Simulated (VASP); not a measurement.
# Ti3Se (P4/mmm) in VASP: a series of runs

Runs on Ti3Se. Level: PBE. Tasks: single point.

Program: VASP 6.6.1. These are calculated values, not measurements. Logs are shortened: lines on timing, memory, paths and dates and some standing lists are left out, and cuts for length are marked.

## Step 1: The cell of the first run

Symmetry: P4/mmm, No. 123, tetragonal system. The conventional cell has a = 3.358 Å, b = 3.358 Å, c = 5.792 Å, α = 90.00°, β = 90.00°, γ = 90.00°. Within 3.6 Å of Ti (site symmetry 4mm) lie 4 Se at 2.75 Å and 10 Ti at 2.78 to 3.36 Å. Ti (site symmetry 4/mmm) has 12 Ti at 2.81 to 3.36 Å and 2 Se at 2.90 Å within 3.7 Å. Within 3.6 Å of Se (site symmetry 4/mmm) lie 10 Ti at 2.75 to 2.90 Å and 4 Se at 3.36 Å.

## Step 2: Single point, PBE, collinear spin, ferromagnetic start

Contents of INCAR:

```
SYSTEM = Ti3Se
PREC = Accurate
ENCUT = 520
EDIFF = 1E-6
ISMEAR = 0
SIGMA = 0.1
LREAL = .FALSE.
LASPH = .TRUE.
NELM = 150
ALGO = Normal
ISIF = 2
LWAVE = .FALSE.
LCHARG = .FALSE.
ISPIN = 2
MAGMOM = 1 1 1 0
LORBIT = 11
LMAXMIX = 4
GGA = PE
NBANDS = 33
```

Contents of KPOINTS:

```
regular mesh
0
G
  6 6 4
  0 0 0
```

Contents of POSCAR:

```
Ti3Se
1.0
    3.3581241305      0.0000000000      0.0000000000
    0.0000000000      3.3581241305      0.0000000000
    0.0000000000      0.0000000000      5.7923229754
Ti Se
3 1
Direct
    0.5000000000      0.5000000000      0.4644529507
    0.5000000000      0.5000000000      0.9438284927
    0.0000000000      0.0000000000      0.2041179672
    0.0000000000      0.0000000000      0.7041267794
```

Potentials or basis: VASP PAW PBE potentials, release 64 (Ti_sv, Se).

Run with:

```bash
> cat potpaw_PBE.64/Ti_sv/POTCAR potpaw_PBE.64/Se/POTCAR > POTCAR
> mpirun -np 1 vasp_std > vasp.out
```

OUTCAR:

```text
SYSTEM = Ti3Se
   PREC = Accurate
   ENCUT = 520
   EDIFF = 1E-6
   ISMEAR = 0
   LREAL = .FALSE.
   LASPH = .TRUE.
   NELM = 150
   ISIF = 2
   ISPIN = 2
   LORBIT = 11
   GGA = PE

 ion  position               nearest neighbor table
   1  0.500  0.500  0.464-   4 2.75   4 2.75   4 2.75   4 2.75   2 2.78   3 2.81   3 2.81   3 2.81
                             3 2.81
   2  0.500  0.500  0.944-   4 2.75   4 2.75   4 2.75   4 2.75   1 2.78   3 2.81   3 2.81   3 2.81
                             3 2.81
   3  0.000  0.000  0.204-   2 2.81   2 2.81   2 2.81   2 2.81   1 2.81   1 2.81   1 2.81   1 2.81

   4  0.000  0.000  0.704-   1 2.75   1 2.75   1 2.75   1 2.75   2 2.75   2 2.75   2 2.75   2 2.75

  LATTYP: Found a simple tetragonal cell.
 ALAT       =     3.3581241305
 C/A-ratio  =     1.7248686321

  Lattice vectors:

 A1 = (   3.3581241305,   0.0000000000,   0.0000000000)
 A2 = (   0.0000000000,   3.3581241305,   0.0000000000)
 A3 = (   0.0000000000,   0.0000000000,   5.7923229754)

Analysis of symmetry for initial positions (statically):
=====================================================================
 Subroutine PRICEL returns:
 Original cell was already a primitive cell.

 Routine SETGRP: Setting up the symmetry group for a
 simple tetragonal supercell.

 Subroutine GETGRP returns: Found  8 space group operations
 (whereof  8 operations were pure point group operations)
 out of a pool of 16 trial point group operations.

The static configuration has the point symmetry C_4v.

Analysis of symmetry for dynamics (positions and initial velocities):
=====================================================================
 Subroutine PRICEL returns:
 Original cell was already a primitive cell.

 Routine SETGRP: Setting up the symmetry group for a
 simple tetragonal supercell.

 Subroutine GETGRP returns: Found  8 space group operations
 (whereof  8 operations were pure point group operations)
 out of a pool of 16 trial point group operations.

The dynamic configuration has the point symmetry C_4v.

Analysis of structural, dynamic, and magnetic symmetry:
=====================================================================
 Subroutine PRICEL returns:
 Original cell was already a primitive cell.

 Routine SETGRP: Setting up the symmetry group for a
 simple tetragonal supercell.

 Subroutine GETGRP returns: Found  8 space group operations
 (whereof  8 operations were pure point group operations)
 out of a pool of 16 trial point group operations.

The overall configuration has the point symmetry C_4v.

 Subroutine INISYM returns: Found  8 space group operations
 (whereof  8 operations are pure point group operations),
 and found     1 'primitive' translations

----------------------------------------------------------------------------------------

                                     Primitive cell

  volume of cell :      65.3200

  direct lattice vectors                    reciprocal lattice vectors
     3.358124130  0.000000000  0.000000000     0.297785300  0.000000000  0.000000000
     0.000000000  3.358124130  0.000000000     0.000000000  0.297785300  0.000000000
     0.000000000  0.000000000  5.792322975     0.000000000  0.000000000  0.172642307

  length of vectors
     3.358124130  3.358124130  5.792322975     0.297785300  0.297785300  0.172642307

  position of ions in fractional coordinates (direct lattice)
     0.500000000  0.500000000  0.464452951
     0.500000000  0.500000000  0.943828493
     0.000000000  0.000000000  0.204117967
     0.000000000  0.000000000  0.704126779

  ion indices of the primitive-cell ions
   primitive index   ion index
                 1           1
                 2           2
                 3           3
                 4           4

----------------------------------------------------------------------------------------

 KPOINTS: regular mesh

Automatic generation of k-mesh.
 Grid dimensions read from file:
 generate k-points for:    6    6    4

 Generating k-lattice:

  Cartesian coordinates                     Fractional coordinates (reciprocal lattice)
     0.049630883  0.000000000  0.000000000     0.166666667  0.000000000  0.000000000
     0.000000000  0.049630883  0.000000000     0.000000000  0.166666667  0.000000000
     0.000000000  0.000000000  0.043160577     0.000000000  0.000000000  0.250000000

  Length of vectors
     0.049630883  0.049630883  0.043160577

  Shift w.r.t. Gamma in fractional coordinates (k-lattice)
     0.000000000  0.000000000  0.000000000

 Subroutine IBZKPT returns following result:
 ===========================================

 Found     30 irreducible k-points:

 Following reciprocal coordinates:
            Coordinates               Weight
  0.000000  0.000000  0.000000      1.000000
  0.166667  0.000000  0.000000      4.000000
  0.333333  0.000000  0.000000      4.000000
  0.500000  0.000000  0.000000      2.000000
  0.166667  0.166667  0.000000      4.000000
  0.333333  0.166667  0.000000      8.000000
[... 16 lines left out ...]
  0.333333  0.000000  0.500000      4.000000
  0.500000  0.000000  0.500000      2.000000
 [... further k-points ...]
   k-points           NKPTS =     30   k-points in BZ     NKDIM =     30   number of bands    NBANDS=     33
   number of dos      NEDOS =    301   number of ions     NIONS =      4
   total plane-waves  NPLWV =  37632
   dimension x,y,z NGX =    28 NGY =   28 NGZ =   48
   dimension x,y,z NGXF=    56 NGYF=   56 NGZF=   96
   ions per type =               3   1
   NGX,Y,Z   is equivalent  to a cutoff of  13.86, 13.86, 13.78 a.u.
   NGXF,Y,Z  is equivalent  to a cutoff of  27.72, 27.72, 27.55 a.u.
 SYSTEM =  Ti3Se
   PREC   = accura    normal or accurate (medium, high low for compatibility)
   ISTART =      0    job   : 0-new  1-cont  2-samecut
   ICHARG =      2    charge: 1-file 2-atom 10-const
   ISPIN  =      2    spin polarized calculation?
   LNONCOLLINEAR =      F non collinear calculations
   LSORBIT =      F    spin-orbit coupling
   LASPH  =      T    aspherical Exc in radial PAW
   ENCUT  =  520.0 eV  38.22 Ry    6.18 a.u.   6.24  6.24 10.77*2*pi/ulx,y,z
   NELM   =    150;   NELMIN=  2; NELMDL= -5     # of ELM steps
   EDIFF  = 0.1E-05   stopping-criterion for ELM
   LREAL  =      F    real-space projection
   EDIFFG = 0.1E-04   stopping-criterion for IOM
   NSW    =      0    number of steps for IOM
   IBRION =     -1    ionic relax: 0-MD 1-quasi-New 2-CG
   NFREE  =      0    steps in history (QN), initial steepest desc. (CG)
   ISIF   =      2    stress and relaxation
   ISYM   =      2    0-nonsym 1-usesym 2-fastsym
   POTIM  = 0.5000    time-step for ionic-motion
   TEBEG  =    0.0;   TEEND  =   0.0 temperature during run
   PSTRESS=    0.0 pullay stress
   NELECT =      42.0000    total number of electrons
   NUPDOWN=      -1.0000    fix difference up-down
   EMIN   =  10.00;   EMAX   =-10.00  energy-range for DOS
   EFERMI =   0.00;   METHOD = LEGACY
   ISMEAR =     0;   SIGMA  =   0.10  broadening in eV -4-tet -1-fermi 0-gaus
   EFERMI_NEDOS =   21; number of points for ismear=-14 and -15
   IALGO  =     38    algorithm
   IMIX   =      4    mixing-type and parameters
     AMIX     =   0.40;   BMIX     =  1.00
     AMIX_MAG =   1.60;   BMIX_MAG =  1.00
  volume/ion in A,a.u.               =      16.33       110.20
  Fermi-wavevector in a.u.,A,eV,Ry     =   1.413001  2.670185 27.165014  1.996572
  Thomas-Fermi vector in A             =   2.534692
   LORBIT       =     11    0 simple, 1 ext, 2 COOP (PROOUT), +10 PAW based schemes
   GGA     = PE    functional components
   LHFCALC =     F    Hartree Fock is set to
   AEXX    =    0.0000 exact exchange contribution
   IVDW    =     0    specifies the selected vdW correction
   LEPSILON=     F    determine dielectric tensor
   LRPA    =     F    only Hartree local field effects (RPA)
 spin polarized calculation
 Gauss-broadening in eV      SIGMA  =   0.10
  energy-cutoff  :      520.00
  volume of cell :       65.32
 maximum number of plane-waves:      1774
 NGX is ok and might be reduce to    28
   NGX = 13   NGY = 13   NGZ = 21

 number of electron      42.0000004 magnetization       0.1852804

 number of electron      42.0000003 magnetization      -0.0002652

 Free energy of the ion-electron system (eV)
  ---------------------------------------------------
  ext. energy  EPLUGINS =         0.00000000
  ---------------------------------------------------
  free energy    TOTEN  =       -28.94813346 eV

  energy without entropy =      -28.93541864  energy(sigma->0) =      -28.94177605

 E-fermi :   9.1469     XC(G=0): -11.7217

 val. band max:        9.0824109835   @ k =   0.5000   0.1667   0.5000
 cond. band min:       9.1709829608   @ k =   0.3333   0.0000   0.5000
 fundamental gap:      0.0885719773
 Fermi energy:         9.1469214509

 spin component 1

 k-point     1 :       0.0000    0.0000    0.0000
  band No.  band energies     occupation
      1     -47.6990      1.00000
      2     -47.6340      1.00000
      3     -47.2352      1.00000
      4     -24.0738      1.00000
      5     -24.0311      1.00000
      6     -24.0311      1.00000
[... 25 lines left out ...]
     32      12.3316      0.00000
     33      13.4386      0.00000

 k-point     2 :       0.1667    0.0000    0.0000
  band No.  band energies     occupation
      1     -47.6934      1.00000
      2     -47.6322      1.00000
      3     -47.2373      1.00000
      4     -24.1059      1.00000
      5     -24.0259      1.00000
      6     -24.0155      1.00000
[... 25 lines left out ...]
     32      12.9404      0.00000
     33      14.5893      0.00000
[... 754 lines left out ...]
     32      12.6644      0.00000
     33      13.1612      0.00000

 k-point    24 :       0.5000    0.0000    0.5000
  band No.  band energies     occupation
      1     -47.6635      1.00000
      2     -47.6397      1.00000
      3     -47.2441      1.00000
      4     -24.1772      1.00000
      5     -24.0361      1.00000
      6     -23.9517      1.00000
[... 25 lines left out ...]
     32      13.0535      0.00000
     33      13.2146      0.00000

 [... further k-points ...]

 spin component 2

 k-point     1 :       0.0000    0.0000    0.0000
  band No.  band energies     occupation
      1     -47.6988      1.00000
      2     -47.6339      1.00000
      3     -47.2353      1.00000
      4     -24.0738      1.00000
      5     -24.0310      1.00000
      6     -24.0310      1.00000
[... 25 lines left out ...]
     32      12.3316      0.00000
     33      13.4387      0.00000

 k-point     2 :       0.1667    0.0000    0.0000
  band No.  band energies     occupation
      1     -47.6933      1.00000
      2     -47.6321      1.00000
      3     -47.2374      1.00000
      4     -24.1059      1.00000
      5     -24.0259      1.00000
      6     -24.0155      1.00000
[... 25 lines left out ...]
     32      12.9404      0.00000
     33      14.5894      0.00000
[... 754 lines left out ...]
     32      12.6644      0.00000
     33      13.1613      0.00000

 k-point    24 :       0.5000    0.0000    0.5000
  band No.  band energies     occupation
      1     -47.6634      1.00000
      2     -47.6395      1.00000
      3     -47.2441      1.00000
      4     -24.1772      1.00000
      5     -24.0361      1.00000
      6     -23.9516      1.00000
[... 25 lines left out ...]
     32      13.0534      0.00000
     33      13.2145      0.00000

 [... further k-points ...]
[... 5 lines left out ...]
  --------------------------------------------------------------------------------------
  -------------------------------------------------------------------------------------
  Total       -0.0153902     -0.0153902     -0.0361243      0.0000000      0.0000000      0.0000000
  in kB       -0.3774930     -0.3774930     -0.8860623      0.0000000      0.0000000      0.0000000
  external PRESSURE =      -0.5470161 kB  Pullay stress =       0.0000000 kB

 VOLUME and BASIS-vectors are now :
 -----------------------------------------------------------------------------
  energy-cutoff  :      520.00
  volume of cell :       65.32
      direct lattice vectors                 reciprocal lattice vectors
     3.358124130  0.000000000  0.000000000     0.297785300  0.000000000  0.000000000
     0.000000000  3.358124130  0.000000000     0.000000000  0.297785300  0.000000000
     0.000000000  0.000000000  5.792322975     0.000000000  0.000000000  0.172642307

 POSITION                                       TOTAL-FORCE (eV/Angst)
 -----------------------------------------------------------------------------------
      1.67906      1.67906      2.69026         0.000000      0.000000     -0.012575
      1.67906      1.67906      5.46696         0.000000     -0.000000      0.011499
      0.00000      0.00000      1.18232        -0.000000      0.000000      0.001196
      0.00000      0.00000      4.07853         0.000000      0.000000     -0.000120
 -----------------------------------------------------------------------------------
    total drift:                                0.000000      0.000000      0.000690

  FREE ENERGIE OF THE ION-ELECTRON SYSTEM (eV)
  ---------------------------------------------------
  free  energy   TOTEN  =       -28.9481334563 eV

  energy  without entropy=      -28.9354186399  energy(sigma->0) =      -28.94177605

 total charge

# of ion       s       p       d       tot
------------------------------------------
    1        2.199   6.112   1.982  10.293
    2        2.199   6.112   1.982  10.293
    3        2.224   6.110   1.963  10.297
    4        1.425   2.389   0.093   3.907
--------------------------------------------------
tot          8.046  20.724   6.020  34.790

 magnetization (x)

# of ion       s       p       d       tot
------------------------------------------
    1        0.000  -0.000   0.000   0.000
    2       -0.000   0.000   0.000   0.000
    3       -0.000  -0.000  -0.000  -0.000
    4        0.000   0.000   0.000   0.000
--------------------------------------------------
tot          0.000  -0.000   0.000   0.000
```

Run time: 70 s. Hardware: 1 thread of Intel Xeon 6975P-C (Granite Rapids), shared host; peak memory 0.27 GiB.

Results:

- Free energy: -28.9481 eV
- Pressure: -0.1 GPa
- Largest force: 0.013 eV/Å
- Band gap on the k mesh: zero (filled and empty bands overlap)
- Net moment: 0.00 μB per cell
- Valence electrons inside the program's atomic spheres: Ti 10.29, 10.30; Se 3.91

Forces in eV/Å, atoms in the order of the input:
```
Ti   0.000  0.000 -0.013
Ti   0.000  0.000  0.011
Ti   0.000  0.000  0.001
Se   0.000  0.000  0.000
```

## Step 3: Single point, PBE

Contents of INCAR:

```
PREC = Accurate ; ENCUT = 520
EDIFF = 1E-6 ; ISMEAR = 0
SIGMA = 0.1 ; LREAL = False
LASPH = True ; NELM = 100
ALGO = Normal ; ISIF = 2
LWAVE = False ; LCHARG = False
GGA = PE ; NBANDS = 29
```

Contents of KPOINTS:

```
regular mesh
0
Gamma
  14 14 8
```

Contents of POSCAR:

```
Ti3Se
1.0
    3.3567146979      0.0000000000      0.0000000000
    0.0000000000      3.3567146979      0.0000000000
    0.0000000000      0.0000000000      5.8006805799
Ti Se
3 1
Direct
    0.5000000000      0.5000000000      0.2605036855
    0.5000000000      0.5000000000      0.7394963145
    0.0000000000      0.0000000000      0.0000000000
    0.0000000000      0.0000000000      0.5000000000
```

Potentials or basis: VASP PAW PBE potentials, release 64 (Ti_sv, Se).

Run with:

```bash
> cat potpaw_PBE.64/Ti_sv/POTCAR potpaw_PBE.64/Se/POTCAR > POTCAR
> mpirun -np 1 vasp_std > vasp.out
```

OUTCAR:

```text
PREC = Accurate
   ENCUT = 520
   EDIFF = 1E-6
   ISMEAR = 0
   LREAL = False
   LASPH = True
   NELM = 100
   ISIF = 2
   GGA = PE

 ion  position               nearest neighbor table
   1  0.500  0.500  0.261-   4 2.75   4 2.75   4 2.75   4 2.75   2 2.78   3 2.81   3 2.81   3 2.81
                             3 2.81
   2  0.500  0.500  0.739-   4 2.75   4 2.75   4 2.75   4 2.75   1 2.78   3 2.81   3 2.81   3 2.81
                             3 2.81
   3  0.000  0.000  0.000-   1 2.81   2 2.81   1 2.81   2 2.81   1 2.81   2 2.81   1 2.81   2 2.81

[... 973 lines left out ...]
  -------------------------------------------------------------------------------------
  Total       -0.0117419     -0.0117419     -0.0089893      0.0000000     -0.0000000     -0.0000000
  in kB       -0.2878322     -0.2878322     -0.2203583      0.0000000     -0.0000000     -0.0000000
  external PRESSURE =      -0.2653409 kB  Pullay stress =       0.0000000 kB

 VOLUME and BASIS-vectors are now :
 -----------------------------------------------------------------------------
  energy-cutoff  :      520.00
  volume of cell :       65.36
      direct lattice vectors                 reciprocal lattice vectors
     3.356714698  0.000000000  0.000000000     0.297910335  0.000000000  0.000000000
     0.000000000  3.356714698  0.000000000     0.000000000  0.297910335  0.000000000
     0.000000000  0.000000000  5.800680580     0.000000000  0.000000000  0.172393564

 POSITION                                       TOTAL-FORCE (eV/Angst)
 -----------------------------------------------------------------------------------
      1.67836      1.67836      1.51110         0.000000     -0.000000     -0.012224
      1.67836      1.67836      4.28958        -0.000000      0.000000      0.012224
      0.00000      0.00000      0.00000         0.000000      0.000000      0.000000
      0.00000      0.00000      2.90034         0.000000      0.000000      0.000000
 -----------------------------------------------------------------------------------
    total drift:                                0.000000      0.000000      0.000000

  FREE ENERGIE OF THE ION-ELECTRON SYSTEM (eV)
  ---------------------------------------------------
  free  energy   TOTEN  =       -28.9291874343 eV

  energy  without entropy=      -28.9093608991  energy(sigma->0) =      -28.91927417
```

OSZICAR:

```text
N       E                     dE             d eps       ncg     rms          rms(c)
DAV:   1     0.516153143842E+03    0.51615E+03   -0.21063E+04 10440   0.173E+03
DAV:   2     0.289690340937E+02   -0.48718E+03   -0.47649E+03 10485   0.514E+02
DAV:   3    -0.272703016988E+02   -0.56239E+02   -0.54788E+02 17473   0.153E+02
DAV:   4    -0.320533468635E+02   -0.47830E+01   -0.47496E+01 15728   0.395E+01
DAV:   5    -0.322734605561E+02   -0.22011E+00   -0.21982E+00 15371   0.734E+00    0.159E+01
DAV:   6    -0.300646169619E+02    0.22088E+01   -0.26227E+01 15420   0.466E+01    0.863E+00
DAV:   7    -0.295293642324E+02    0.53525E+00   -0.16298E+01 15265   0.242E+01    0.764E+00
DAV:   8    -0.289595450687E+02    0.56982E+00   -0.69437E+00 14464   0.140E+01    0.260E+00
DAV:   9    -0.289187234078E+02    0.40822E-01   -0.41008E-01 14131   0.456E+00    0.104E+00
DAV:  10    -0.289312845500E+02   -0.12561E-01   -0.79578E-02 15265   0.170E+00    0.624E-01
DAV:  11    -0.289292741988E+02    0.20104E-02   -0.28861E-02 15143   0.171E+00    0.117E-01
DAV:  12    -0.289291989232E+02    0.75276E-04   -0.12956E-03 13812   0.348E-01    0.321E-02
DAV:  13    -0.289291909705E+02    0.79527E-05   -0.13349E-04 15159   0.107E-01    0.116E-02
DAV:  14    -0.289291870591E+02    0.39114E-05   -0.12187E-05 14294   0.326E-02    0.406E-03
DAV:  15    -0.289291874343E+02   -0.37520E-06   -0.15497E-06  9133   0.132E-02
   1 F= -.28929187E+02 E0= -.28919274E+02  d E =-.198265E-01
```

It took 2.5 min on 1 thread of Intel Xeon 6975P-C (Granite Rapids), shared host; peak memory 0.39 GiB.

What came out:

```yaml
Free_energy: -28.9292 eV
Pressure: 0.0 GPa
Largest_force: 0.012 eV/Å
Band_gap_on_the_k_mesh: zero (band 21 reaches 9.86 eV, above the bottom of band 22 at 8.67 eV)
```

Forces in eV/Å, atoms in the order of the input:
```
Ti   0.000  0.000 -0.012
Ti   0.000  0.000  0.012
Ti   0.000  0.000  0.000
Se   0.000  0.000  0.000
```

Levels at points of the mesh, in eV from the Fermi level:
```
           k point  band 19  band 20  band 21  band 22  band 23  band 24
(0.00, 0.00, 0.00)    -1.73    -0.27     0.56     0.99     0.99     1.44
(0.50, 0.00, 0.00)    -0.82    -0.59    -0.50    -0.35     0.93     1.58
(0.50, 0.50, 0.00)    -0.55    -0.45    -0.45    -0.19     0.69     1.81
(0.00, 0.00, 0.50)    -1.26    -0.97     0.73     0.81     0.81     1.39
(0.50, 0.00, 0.50)    -1.02    -0.06     0.32     0.38     0.53     0.73
(0.50, 0.50, 0.50)    -0.56    -0.42    -0.33    -0.33     0.90     2.26
```
